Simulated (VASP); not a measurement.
Input of a VASP 6.6.1 run:

Contents of INCAR:

```
SYSTEM = SiGeTe2S2
ALGO = Normal ; EDIFF = 1E-6
ENCUT = 520 ; GGA = PE
ISIF = 2 ; ISMEAR = 0
LASPH = .True. ; LCHARG = .True.
LELF = .True. ; LREAL = .False.
LVHAR = .True. ; LWAVE = .False.
NBANDS = 30 ; NELM = 100
PREC = Accurate ; SIGMA = 0.1
```

File KPOINTS:

```
k-points
0
Gamma
  4 4 2
  0 0 0
```

POSCAR

```
SiGeTe2S2
1.0
    4.0803935700      0.0000000000      0.0000000000
    0.0000000000      4.0803935700      0.0000000000
    0.0000000000      0.0000000000      8.8926164100
Si Ge Te S
1 1 2 2
Direct
    0.5000000000      0.5000000000      0.0000000000
    0.0000000000      0.0000000000      0.0000000000
    0.0000000000      0.0000000000      0.2218558700
    0.0000000000      0.0000000000      0.7781441300
    0.5000000000      0.0000000000      0.5000000000
    0.0000000000      0.5000000000      0.5000000000
```

Potentials or basis: VASP PAW PBE potentials, release 64 (Si, Ge_d, Te, S).

Run with:

```sh
$ cat potpaw_PBE.64/Si/POTCAR potpaw_PBE.64/Ge_d/POTCAR potpaw_PBE.64/Te/POTCAR potpaw_PBE.64/S/POTCAR > POTCAR
$ mpirun -np 1 vasp_std > vasp.out
```

Q: Predict the largest force.

A: 16.140 eV/Å.

Q: Predict the pressure.

A: 23.1 GPa.

Q: Estimate the band gap on the k mesh.

A: Zero (band 21 reaches 6.31 eV, above the bottom of band 22 at 5.19 eV).

Forces on the atoms (eV/Å):
```
Si    0.000   0.000   0.000
Ge    0.000   0.000   0.000
Te    0.000   0.000  16.140
Te    0.000   0.000 -16.140
S     0.000   0.000   0.000
S     0.000   0.000   0.000
```

Caveat: the k points lie up to 0.38 Å⁻¹ apart; spin-orbit coupling is left out, which moves the levels of the heavy elements; forces of over 1 eV/Å act on the atoms, so gaps and moduli don't describe the material at rest.
